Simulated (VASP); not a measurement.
# Ge4P (F-43m) in VASP: a series of runs, part 2 of 2

VASP 6.6.1. The steps go on from the part before.

## Step 3: Relaxation of cell and atoms, PBE

This run uses another cell than the first one, of 22.59 Å³/atom.

The input, INCAR:

```
  PREC = Accurate
  ENCUT = 600
  EDIFF = 1E-6
  ISMEAR = 0
  SIGMA = 0.1
  LREAL = False
  LASPH = True
  NELM = 80
  ALGO = Normal
  ISIF = 3
  LWAVE = False
  LCHARG = False
  GGA = PE
  IBRION = 2
  NSW = 100
  EDIFFG = -0.01
```

The input, KPOINTS:

```
regular mesh
0
Gamma
  8 8 8
```

The input, POSCAR:

```
Ge4P
1.0
    0.0000000000      3.8364233413      3.8364233413
    3.8364233413      0.0000000000      3.8364233413
    3.8364233413      3.8364233413      0.0000000000
Ge P
4 1
Direct
    0.1254221275      0.6237336176      0.1254221275
    0.1254221275      0.1254221275      0.1254221275
    0.6237336176      0.1254221275      0.1254221275
    0.1254221275      0.1254221275      0.6237336176
    0.7500000000      0.7500000000      0.7500000000
```

Potentials or basis: VASP PAW PBE potentials, release 64 (Ge_d, P).

On the command line:

```console
cat potpaw_PBE.64/Ge_d/POTCAR potpaw_PBE.64/P/POTCAR > POTCAR
mpirun -np 1 vasp_std > vasp.out
```

OUTCAR:

```text
PREC = Accurate
   ENCUT = 600
   EDIFF = 1E-6
   ISMEAR = 0
   LREAL = False
   LASPH = True
   NELM = 80
   ISIF = 3
   GGA = PE
   IBRION = 2
   NSW = 100
   EDIFFG = -0.01

 ion  position               nearest neighbor table
   1  0.125  0.624  0.125-   2 2.70   3 2.70   4 2.70   4 2.72   2 2.72   3 2.72
   2  0.125  0.125  0.125-   1 2.70   3 2.70   4 2.70   4 2.72   1 2.72   3 2.72
   3  0.624  0.125  0.125-   1 2.70   2 2.70   4 2.70   2 2.72   4 2.72   1 2.72
   4  0.125  0.125  0.624-   1 2.70   2 2.70   3 2.70   2 2.72   1 2.72   3 2.72
   5  0.750  0.750  0.750-

  LATTYP: Found a face centered cubic cell.
 ALAT       =     7.6728466826

  Lattice vectors:

 A1 = (   0.0000000000,   3.8364233413,   3.8364233413)
 A2 = (   3.8364233413,   0.0000000000,   3.8364233413)
 A3 = (   3.8364233413,   3.8364233413,   0.0000000000)

Analysis of symmetry for initial positions (statically):
=====================================================================
 Subroutine PRICEL returns:
 Original cell was already a primitive cell.

 Routine SETGRP: Setting up the symmetry group for a
 face centered cubic supercell.

 Subroutine GETGRP returns: Found 24 space group operations
 (whereof 24 operations were pure point group operations)
 out of a pool of 48 trial point group operations.

The static configuration has the point symmetry T_d .

Analysis of symmetry for dynamics (positions and initial velocities):
=====================================================================
 Subroutine PRICEL returns:
 Original cell was already a primitive cell.

 Routine SETGRP: Setting up the symmetry group for a
 face centered cubic supercell.

 Subroutine GETGRP returns: Found 24 space group operations
 (whereof 24 operations were pure point group operations)
 out of a pool of 48 trial point group operations.

The dynamic configuration has the point symmetry T_d .

 Subroutine INISYM returns: Found 24 space group operations
 (whereof 24 operations are pure point group operations),
 and found     1 'primitive' translations

----------------------------------------------------------------------------------------

                                     Primitive cell

  volume of cell :     112.9301

  direct lattice vectors                    reciprocal lattice vectors
     0.000000000  3.836423341  3.836423341    -0.130329725  0.130329725  0.130329725
     3.836423341  0.000000000  3.836423341     0.130329725 -0.130329725  0.130329725
     3.836423341  3.836423341  0.000000000     0.130329725  0.130329725 -0.130329725

  length of vectors
     5.425521920  5.425521920  5.425521920     0.225737706  0.225737706  0.225737706

  position of ions in fractional coordinates (direct lattice)
     0.125422128  0.623733618  0.125422128
     0.125422128  0.125422128  0.125422128
     0.623733618  0.125422128  0.125422128
     0.125422128  0.125422128  0.623733618
     0.750000000  0.750000000  0.750000000

[... 120 lines left out ...]

 number of electron      61.0000000 magnetization

 Free energy of the ion-electron system (eV)
  ---------------------------------------------------
  ext. energy  EPLUGINS =         0.00000000
  ---------------------------------------------------
  free energy    TOTEN  =       -20.09970247 eV

  energy without entropy =      -20.08056133  energy(sigma->0) =      -20.09013190

------------------------ aborting loop because EDIFF is reached ----------------------------------------

  FORCE on cell =-STRESS in cart. coord.  units (eV):
  Direction    XX          YY          ZZ          XY          YZ          ZX
  --------------------------------------------------------------------------------------
  -------------------------------------------------------------------------------------
  Total        0.3488360      0.3488360      0.3488360      0.0000000      0.0000000      0.0000000
  in kB        4.9490557      4.9490557      4.9490557      0.0000000      0.0000000      0.0000000
  external PRESSURE =       4.9490557 kB  Pullay stress =       0.0000000 kB

 VOLUME and BASIS-vectors are now :
 -----------------------------------------------------------------------------
  energy-cutoff  :      600.00
  volume of cell :      112.93
      direct lattice vectors                 reciprocal lattice vectors
     0.000000000  3.836423341  3.836423341    -0.130329725  0.130329725  0.130329725
     3.836423341  0.000000000  3.836423341     0.130329725 -0.130329725  0.130329725
     3.836423341  3.836423341  0.000000000     0.130329725  0.130329725 -0.130329725

 POSITION                                       TOTAL-FORCE (eV/Angst)
 -----------------------------------------------------------------------------------
      2.87408      0.96234      2.87408         0.025791     -0.025791      0.025791
      0.96234      0.96234      0.96234        -0.025791     -0.025791     -0.025791
      0.96234      2.87408      2.87408        -0.025791      0.025791      0.025791
      2.87408      2.87408      0.96234         0.025791      0.025791     -0.025791
      5.75464      5.75464      5.75464         0.000000      0.000000      0.000000
 -----------------------------------------------------------------------------------
    total drift:                               -0.000000     -0.000000     -0.000001

  FREE ENERGIE OF THE ION-ELECTRON SYSTEM (eV)
  ---------------------------------------------------
  free  energy   TOTEN  =       -20.0997024723 eV

  energy  without entropy=      -20.0805613292  energy(sigma->0) =      -20.09013190

--------------------------------------- Ionic step        2  -------------------------------------------

 number of electron      61.0000006 magnetization

 Free energy of the ion-electron system (eV)
  ---------------------------------------------------
  ext. energy  EPLUGINS =         0.00000000
  ---------------------------------------------------
  free energy    TOTEN  =       -20.10158725 eV

  energy without entropy =      -20.08272230  energy(sigma->0) =      -20.09215478

 E-fermi :   4.6844     XC(G=0):  -9.8732

 val. band max:        4.6581963210   @ k =  -0.3750   0.5000   0.1250
 cond. band min:       4.7002263490   @ k =   0.5000   0.1250   0.0000
 fundamental gap:      0.0420300280
 Fermi energy:         4.6843649203

 k-point     1 :       0.0000    0.0000    0.0000
  band No.  band energies     occupation
      1     -20.1946      2.00000
      2     -20.1342      2.00000
      3     -20.1342      2.00000
      4     -20.1325      2.00000
      5     -20.1325      2.00000
      6     -20.1325      2.00000
[... 925 lines left out ...]
     35       7.7188      0.00000
     36       8.2232      0.00000

 [... further k-points ...]

------------------------ aborting loop because EDIFF is reached ----------------------------------------

  FORCE on cell =-STRESS in cart. coord.  units (eV):
  Direction    XX          YY          ZZ          XY          YZ          ZX
  --------------------------------------------------------------------------------------
  -------------------------------------------------------------------------------------
  Total       -0.0044201     -0.0044201     -0.0044201      0.0000000      0.0000000      0.0000000
  in kB       -0.0620808     -0.0620808     -0.0620808      0.0000000      0.0000000      0.0000000
  external PRESSURE =      -0.0620808 kB  Pullay stress =       0.0000000 kB

 VOLUME and BASIS-vectors are now :
 -----------------------------------------------------------------------------
  energy-cutoff  :      600.00
  volume of cell :      114.07
      direct lattice vectors                 reciprocal lattice vectors
     0.000000000  3.849335803  3.849335803    -0.129892539  0.129892539  0.129892539
     3.849335803  0.000000000  3.849335803     0.129892539 -0.129892539  0.129892539
     3.849335803  3.849335803  0.000000000     0.129892539  0.129892539 -0.129892539

 POSITION                                       TOTAL-FORCE (eV/Angst)
 -----------------------------------------------------------------------------------
      2.88500      0.96434      2.88500         0.002346     -0.002346      0.002346
      0.96434      0.96434      0.96434        -0.002346     -0.002346     -0.002346
      0.96434      2.88500      2.88500        -0.002346      0.002346      0.002346
      2.88500      2.88500      0.96434         0.002346      0.002346     -0.002346
      5.77400      5.77400      5.77400         0.000000      0.000000      0.000000
 -----------------------------------------------------------------------------------
    total drift:                               -0.000000     -0.000000     -0.000000

  FREE ENERGIE OF THE ION-ELECTRON SYSTEM (eV)
  ---------------------------------------------------
  free  energy   TOTEN  =       -20.1015872517 eV

  energy  without entropy=      -20.0827223013  energy(sigma->0) =      -20.09215478

 reached required accuracy - stopping structural energy minimisation
```

Run time: 2.1 min. Hardware: 1 thread of Intel Xeon 6975P-C (Granite Rapids), shared host; peak memory 0.39 GiB.

Results:

```yaml
Free_energy: -20.1016 eV
Relaxed_volume: 22.81 Å³/atom
Relaxed_cell: a = 5.444 Å, b = 5.444 Å, c = 5.444 Å, α = 60.00°, β = 60.00°, γ = 60.00°
Space_group_after_relaxing_to_0.1_Å: F-43m (No. 216)
Energy_gained_by_relaxing: 0.4 meV/atom
Ionic_steps: 2
Pressure_after_relaxing: 0.0 GPa
Largest_force_after_relaxing: 0.004 eV/Å
Band_gap_on_the_k_mesh: zero (an odd number of electrons rules out a gap without spin polarisation)
```

Forces on the atoms (eV/Å):
```
Ge   0.002 -0.002  0.002
Ge  -0.002 -0.002 -0.002
Ge  -0.002  0.002  0.002
Ge   0.002  0.002 -0.002
P    0.000  0.000  0.000
```

Step by step:
| step | energy change (eV) | largest force (eV/Å) | pressure (GPa) | volume (Å³) |
| --- | --- | --- | --- | --- |
| 1 | 0.0000 | 0.0447 | 0.49 | 112.93 |
| 2 | -0.0019 | 0.0041 | -0.01 | 114.07 |

Final structure:
```
CELL_PARAMETERS angstrom
0.00000 3.84934 3.84934
3.84934 0.00000 3.84934
3.84934 3.84934 0.00000
ATOMIC_POSITIONS crystal
Ge 0.12526 0.62422 0.12526
Ge 0.12526 0.12526 0.12526
Ge 0.62422 0.12526 0.12526
Ge 0.12526 0.12526 0.62422
P 0.75000 0.75000 0.75000
```

Levels at points of the mesh, in eV from the Fermi level:
```tsv
k point	band 29	band 30	band 31	band 32	band 33	band 34
(0.00, 0.00, 0.00)	-3.83	-1.08	-1.08	-0.08	-0.08	-0.08
(0.50, 0.00, 0.00)	-0.56	-0.03	-0.03	1.26	1.26	1.83
(0.50, 0.50, 0.00)	-0.95	0.36	1.18	1.18	1.20	1.72
```

The gap in the log of VASP goes by the Fermi energy; the results here count the filled bands.